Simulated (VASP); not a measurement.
Write the native input for VASP 6.6.1 that does the following.

| Item | Value |
| --- | --- |
| Task | relaxation of cell and atoms |
| Functional | PBE |
| Potentials or basis | VASP PAW PBE potentials, release 64 (Cd, Te) |
| Cutoff | 600 eV |
| k mesh | 10 × 10 × 10 |
| Occupations | gaussian, width 0.02 eV |
| Spin | no spin polarisation |
| Dipole correction | no |
| Further INCAR settings | ALGO = Normal; EDIFF = 1e-07; IBRION = 2; EDIFFG = -0.01; NSW = 100; ISIF = 3 |

The structure of CdTe lies in POSCAR:

```
CdTe
1.0
    0.0000000000      3.3192710678      3.3192710678
    3.3192710678      0.0000000000      3.3192710678
    3.3192710678      3.3192710678      0.0000000000
Cd Te
1 1
Direct
    0.0000000000      0.0000000000      0.0000000000
    0.7500000000      0.7500000000      0.7500000000
```

One way to write it, as run:

INCAR

```
  PREC = Accurate
  ENCUT = 600
  EDIFF = 1E-7
  ISMEAR = 0
  SIGMA = 0.02
  LREAL = False
  LASPH = True
  NELM = 80
  ALGO = Normal
  ISIF = 3
  LWAVE = False
  LCHARG = False
  GGA = PE
  IBRION = 2
  NSW = 100
  EDIFFG = -0.01
```

KPOINTS

```
Automatic mesh
0
Gamma
  10 10 10
```

Potentials or basis: VASP PAW PBE potentials, release 64 (Cd, Te).

The run is started by

```console
$ cat potpaw_PBE.64/Cd/POTCAR potpaw_PBE.64/Te/POTCAR > POTCAR
$ mpirun -np 1 vasp_std > vasp.out
```

Results of the run:

```yaml
Relaxed_volume: 36.27 Å³/atom
Relaxed_cell: a = 4.681 Å, b = 4.681 Å, c = 4.681 Å, α = 60.00°, β = 60.00°, γ = 60.00°
Space_group_after_relaxing_to_0.05_Å: F-43m (No. 216)
Energy_gained_by_relaxing: 0.2 meV/atom
Ionic_steps: 2
Pressure_after_relaxing: 0.0 GPa
Band_gap_on_the_k_mesh: 0.58 eV, direct
```

Caveat: spin-orbit coupling is left out, which moves the levels of the heavy elements.

Run time: 96 s on 1 thread of Intel Xeon 6975P-C, with other jobs on the host, peak memory 0.28 GiB.
